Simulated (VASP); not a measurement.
A run of VASP 6.6.1:

Contents of INCAR:

```
ALGO = Normal
EDIFF = 1E-6
EDIFFG = -0.04
ENCUT = 600
GGA = PE
IBRION = 2
ISIF = 3
ISMEAR = 0
ISPIN = 2
LASPH = T
LCHARG = F
LMAXMIX = 4
LORBIT = 11
LREAL = F
LWAVE = F
MAGMOM = 0 1 1 1 1 1 1 1
NELM = 150
NSW = 90
PREC = Accurate
SIGMA = 0.1
```

Contents of KPOINTS:

```
k-points
0
Gamma
  4 4 4
```

The input POSCAR:

```
YF7
1.0
    0.0000000000      3.7658046800      3.7658046800
    3.7658046800      0.0000000000      3.7658046800
    3.7658046800      3.7658046800      0.0000000000
Y F
1 7
Direct
    0.0000000000      0.0000000000      0.0000000000
    0.5000000000      0.5000000000      0.5000000000
    0.0000000000      0.0000000000      0.5000000000
    0.5000000000      0.0000000000      0.5000000000
    0.0000000000      0.5000000000      0.5000000000
    0.5000000000      0.5000000000      0.0000000000
    0.0000000000      0.5000000000      0.0000000000
    0.5000000000      0.0000000000      0.0000000000
```

Potentials or basis: VASP PAW PBE potentials, release 64 (Y_sv, F).

Run with:

```console
$ cat potpaw_PBE.64/Y_sv/POTCAR potpaw_PBE.64/F/POTCAR > POTCAR
$ mpirun -np 1 vasp_std > vasp.out
```

Hardware: 1 thread of Intel(R) Xeon(R) 6975P-C (Granite Rapids), on a shared host.

**Question.** Estimate the wall time of this run.

**Answer.** Run time: 5.7 min on 1 thread of Intel(R) Xeon(R) 6975P-C (Granite Rapids), with other jobs on the host, peak memory 0.47 GiB. Counts: scf iterations 62, k points 8, ion steps 4.
